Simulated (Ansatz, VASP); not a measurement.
**BN: VASP beside Ansatz**

File INCAR:

```
SYSTEM = BN
PREC = Accurate
ENCUT = 520
EDIFF = 1E-7
ISMEAR = 0
SIGMA = 0.05
LREAL = .FALSE.
LASPH = .TRUE.
NELM = 80
ALGO = Normal
ISIF = 2
LWAVE = .FALSE.
LCHARG = .FALSE.
GGA = PE
NBANDS = 11
```

Contents of KPOINTS:

```
Automatic mesh
0
G
  12 12 12
  0 0 0
```

File POSCAR:

```
BN
1.0
    0.0000000000      1.8123485119      1.8123485119
    1.8123485119      0.0000000000      1.8123485119
    1.8123485119      1.8123485119      0.0000000000
B N
1 1
Direct
    0.0206913846      0.0206913846     -0.0206913846
    0.7500000000      0.7500000000      0.7500000000
```

Input for Ansatz:

```yaml
crystal:
  lattice:
    - [0.0, 1.8123485119, 1.8123485119]
    - [1.8123485119, 0.0, 1.8123485119]
    - [1.8123485119, 1.8123485119, 0.0]
  atoms:
    - { symbol: B, position: [0.0206913846, 0.0206913846, -0.0206913846] }
    - { symbol: "N", position: [0.75, 0.75, 0.75] }
basis:
  ecutwfc: 420
kpoints:
  mp_grid: { grid: [12, 12, 12] }
hamiltonian:
  xc: pbe
scf:
  occupations: { method: gaussian, width: 0.05 }
output:
  forces: true
  stress: true
  eigenvalues: true
```

Change from the starting cell: all B atoms moved +0.075 Å, as atom 1 along Cartesian [0 0 1].

Alike in both runs: task single point; functional PBE; k mesh 12 × 12 × 12; occupations gaussian, width 0.05 eV; no spin polarisation.

|  | VASP | Ansatz |
| --- | --- | --- |
| version | VASP 6.6.1 | Ansatz 0.2.0 |
| potentials or method | VASP PAW PBE potentials, release 64 (B, N), cutoff 520 eV | scalar-relativistic, plane waves, PAW |
| valence electrons in the cell | 8 | 8 |

VASP gave:

* gap on the k mesh at the Fermi level (eV): 3.78
* least direct gap on the mesh (eV): 7.73
* pressure (GPa): 1.8
* traceless stress, the component that is largest in VASP (GPa): -1.55
* rms of the force components (eV/Å): 1.017

Task: What did Ansatz give for the same quantities?

Result: gap on the k mesh at the Fermi level (eV): 3.79; least direct gap on the mesh (eV): 7.74; pressure (GPa): 1.6; traceless stress, the component that is largest in VASP (GPa): -1.36; rms of the force components (eV/Å): 1.011.

Atom by atom the forces differ by 0.005 eV/Å (rms over components). With one functional, cell and mesh, what is left measures potentials, basis and numerics.
